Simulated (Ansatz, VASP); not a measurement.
# C in VASP and in Ansatz

File INCAR:

```
SYSTEM = C
PREC = Accurate
ENCUT = 520
EDIFF = 1E-6
ISMEAR = 0
SIGMA = 0.05
LREAL = Auto
LASPH = .True.
NELM = 60
ALGO = Normal
ISIF = 2
LWAVE = .False.
LCHARG = .False.
GGA = CA
NBANDS = 46
```

The input KPOINTS:

```
Automatic mesh
0
Gamma
  6 6 6
  0 0 0
```

File POSCAR:

```
C
1.0
   -4.2690956840     -0.2326006905      0.0842756108
    0.0995974724     -0.0521712026     -5.2913393860
    1.8451166076     -4.0448468128      2.5580520238
C
16
Direct
    0.0556587952      0.8069903656      0.5861150955
    0.0689336606      0.3541659034      0.6796766446
    0.9199559988      0.1685703288      0.3127908429
    0.9595883077      0.7535219989      0.2892037048
    0.5830815038      0.8440932797      0.5742693285
    0.6124659688      0.2349441519      0.6367857498
    0.3285656575      0.7521442423      0.4116935520
    0.2961066561      0.2473655317      0.3837172605
    0.7774660119      0.1843277292      0.1244079620
    0.8920638702      0.9547313748      0.2744540469
    0.2707040478      0.1858303199      0.8828864547
    0.2352393555      0.6622953360      0.9538943376
    0.3470546936      0.2104468900      0.1044205062
    0.3754165531      0.8562834881      0.1555612606
    0.6762405775      0.1214194131      0.8411704248
    0.6014583419      0.6628696465      0.7889528286
```

Input for Ansatz:

```yaml
crystal:
  lattice:
    - [-4.269095684, -0.2326006905, 0.0842756108]
    - [0.0995974724, -0.0521712026, -5.291339386]
    - [1.8451166076, -4.0448468128, 2.5580520238]
  atoms:
    - { symbol: C, position: [0.0556587952, 0.8069903656, 0.5861150955] }
    - { symbol: C, position: [0.0689336606, 0.3541659034, 0.6796766446] }
    - { symbol: C, position: [0.9199559988, 0.1685703288, 0.3127908429] }
    - { symbol: C, position: [0.9595883077, 0.7535219989, 0.2892037048] }
    - { symbol: C, position: [0.5830815038, 0.8440932797, 0.5742693285] }
    - { symbol: C, position: [0.6124659688, 0.2349441519, 0.6367857498] }
    - { symbol: C, position: [0.3285656575, 0.7521442423, 0.411693552] }
    - { symbol: C, position: [0.2961066561, 0.2473655317, 0.3837172605] }
    - { symbol: C, position: [0.7774660119, 0.1843277292, 0.124407962] }
    - { symbol: C, position: [0.8920638702, 0.9547313748, 0.2744540469] }
    - { symbol: C, position: [0.2707040478, 0.1858303199, 0.8828864547] }
    - { symbol: C, position: [0.2352393555, 0.662295336, 0.9538943376] }
    - { symbol: C, position: [0.3470546936, 0.21044689, 0.1044205062] }
    - { symbol: C, position: [0.3754165531, 0.8562834881, 0.1555612606] }
    - { symbol: C, position: [0.6762405775, 0.1214194131, 0.8411704248] }
    - { symbol: C, position: [0.6014583419, 0.6628696465, 0.7889528286] }
basis:
  ecutwfc: 420
kpoints:
  mp_grid: { grid: [6, 6, 6] }
hamiltonian:
  xc: lda
scf:
  occupations: { method: gaussian, width: 0.05 }
output:
  forces: true
  stress: true
  eigenvalues: true
```

Change from the starting cell: all atoms moved at random, sigma 0.25 Å a component, cell strained at random, sigma 0.06.

Alike in both runs: task single point; functional LDA; k mesh 6 × 6 × 6; occupations gaussian, width 0.05 eV; no spin polarisation.

|  | VASP | Ansatz |
| --- | --- | --- |
| version | VASP 6.6.1 | Ansatz 0.2.0 |
| potentials or method | VASP PAW LDA potentials, release 64 (C), cutoff 520 eV | scalar-relativistic, plane waves, PAW |
| valence electrons in the cell | 64 | 64 |

Ansatz gave:

* gap on the k mesh at the Fermi level (eV): none
* pressure (GPa): 180.3
* traceless stress, the component that is largest in VASP (GPa): -88.41
* rms of the force components (eV/Å): 17.273

Task: Estimate VASP's values.

Result: gap on the k mesh at the Fermi level (eV): none; pressure (GPa): 183.1; traceless stress, the component that is largest in VASP (GPa): -89.98; rms of the force components (eV/Å): 17.617.

LDA's correlation is that of Perdew and Zunger in VASP and of Perdew and Wang (1992) in Ansatz. Atom by atom the forces differ by 0.365 eV/Å (rms over components). A gap of «none» marks a metal or a gap that the smearing closes. Both programs put the cell under a high pressure, so it lies far from rest at this level.

Noted on VASP's run: the cell as given lies far from equilibrium.
